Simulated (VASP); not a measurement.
BAs: single point with PBE

BAs:

```
B As
1.0
     0.00000    2.31315    2.31315
     2.31315    0.00000    2.31315
     2.31315    2.31315    0.00000
B As
1 1
Direct
  0.00000 0.00000 0.00000
  0.25000 0.25000 0.25000
```

* Program: VASP 6.6.1
* Task: single point
* Functional: PBE
* Potentials or basis: VASP PAW PBE potentials, release 64 (B, As)
* Cutoff: 500 eV
* k mesh: 10 × 10 × 10
* Occupations: gaussian, width 0.02 eV
* Spin: no spin polarisation

```json
{
  "Pressure": "20.4 GPa",
  "Band gap on the k mesh": "1.07 eV (least direct gap 3.41 eV)"
}
```

Levels at points of the mesh, in eV from the valence-band top:
```csv
k point,band 2,band 3,band 4,band 5,band 6,band 7
"(0.00, 0.00, 0.00)",0.00,0.00,0.00,3.41,3.41,3.41
"(0.50, 0.00, 0.00)",-9.53,-1.99,-1.99,3.28,4.89,4.89
"(0.50, 0.50, 0.00)",-9.09,-4.50,-4.50,1.29,1.35,12.31
```

It took 17 s on 1 thread of Intel(R) Xeon(R) Platinum 8175M CPU @ 2.50GHz (Skylake/Cascade Lake), with other jobs on the host, peak memory 0.14 GiB.

Caveat: the cell stands under pressure. As with any semilocal functional, this PBE gap is likely too small.
